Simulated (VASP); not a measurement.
WC, 2 atoms in the cell. The structure is hexagonal, space group P-6m2 (No. 187). Conventional cell: a = 2.926 Å, b = 2.926 Å, c = 2.842 Å, α = 90.00°, β = 90.00°, γ = 120.00°. W (site symmetry -6m2) has 6 C at 2.21 Å and 8 W at 2.84 to 2.93 Å within 3.0 Å. C (site symmetry -6m2) has 6 W at 2.21 Å and 8 C at 2.84 to 2.93 Å within 3.0 Å. 

| Quantity | Value |
| --- | --- |
| Program | VASP 6.6.1 |
| Task | single point |
| Functional | PBE |
| Potentials or basis | VASP PAW PBE potentials, release 64 (W_sv, C_h) |
| Cutoff | 1300 eV |
| k mesh | 6 × 6 × 6 |
| Occupations | gaussian, width 0.1 eV |
| Spin | no spin polarisation |
| Dipole correction | no |
| Further INCAR settings | ALGO = Normal; EDIFF = 1e-06; NBANDS = 16 |

Potentials or basis: VASP PAW PBE potentials, release 64 (W_sv, C_h).

Launch:

```console
$ cat potpaw_PBE.64/W_sv/POTCAR potpaw_PBE.64/C_h/POTCAR > POTCAR
$ mpirun -np 1 vasp_std > vasp.out
```

Hardware: 1 thread of Intel(R) Xeon(R) 6975P-C (Granite Rapids), with other jobs on the host.

**Question.** Estimate the wall time of this run.

**Answer.** It took 35 s on 1 thread of Intel(R) Xeon(R) 6975P-C (Granite Rapids), with other jobs on the host, peak memory 0.23 GiB. Counts: scf iterations 12, k points 28.
